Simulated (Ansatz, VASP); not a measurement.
**Sn: VASP beside Ansatz**

INCAR

```
PREC = Accurate
ENCUT = 520
EDIFF = 1E-8
ISMEAR = -1
SIGMA = 0.08
LREAL = F
LASPH = T
NELM = 80
ALGO = Normal
ISIF = 2
LWAVE = F
LCHARG = F
LEFG = T
NBANDS = 13
```

The input KPOINTS:

```
Automatic mesh
0
Gamma
  13 13 13
```

File POSCAR:

```
Sn
1.0
   -1.6912200000      1.9546610000      2.1078700000
    1.6912200000     -1.9546610000      2.1078700000
    1.6912200000      1.9546610000     -2.1078700000
Sn
1
Direct
    0.0000000000      0.0000000000      0.0000000000
```

Input for Ansatz:

```yaml
crystal:
  lattice:
    - [-1.69122, 1.954661, 2.10787]
    - [1.69122, -1.954661, 2.10787]
    - [1.69122, 1.954661, -2.10787]
  atoms:
    - { symbol: Sn, position: [0.0, 0.0, 0.0] }
kpoints:
  mp_grid: { grid: [13, 13, 13] }
  band_path:
    path:
      - [0.0, 0.0, 0.0]
      - [0.5, 0.5, -0.5]
      - [0.4109357672, 0.5890642328, -0.4109357672]
      - [-0.4109357672, 0.4109357672, 0.4109357672]
      - [0.0, 0.0, 0.0]
      - [0.4649786141, -0.4649786141, 0.4649786141]
      - [0.5350213859, 0.4649786141, -0.4649786141]
      - [0.5, 0.5, -0.5]
      - [0.0, 0.0, 0.0]
    npoints: 14
scf:
  occupations: { method: fermi_dirac, width: 0.08 }
hamiltonian:
  xc: lda
  pseudopotentials: { kind: paw }
output:
  forces: true
  stress: true
  eigenvalues: true
  efg: { contact_densities: true }
  populations: true
  bader: true
  dos: { projected: true, de: 0.2, e_range: [-14, 8] }
  write_density: true
  write_potential: true
  elf: true
  volumetric_format: npy
```

Alike in both runs: task electric field gradients; functional LDA; k mesh 13 × 13 × 13; occupations fermi-dirac, width 0.08 eV; no spin polarisation.

|  | VASP | Ansatz |
| --- | --- | --- |
| version | VASP 6.6.1 | Ansatz 0.2.0 |
| potentials or method | VASP PAW LDA potentials, release 64 (Sn_d) | PAW with Ansatz's default frozen-core files, scalar-relativistic |
| plane-wave cutoff (eV) | 520 | 420 |
| valence electrons in the cell | 14 | 14 |

|  | VASP | Ansatz | Ansatz less VASP |
| --- | --- | --- | --- |
| pressure (GPa) | -3.9 | -3.9 | +0.03 |
| traceless stress, the component that is largest in VASP (GPa) | -0.49 | -0.48 | +0.010 |
| size of Vzz on the site where it differs most (V/Å²) | 9.7 | 10.2 | +0.50 |

LDA's correlation is that of Perdew and Zunger in VASP and of Perdew and Wang (1992) in Ansatz.
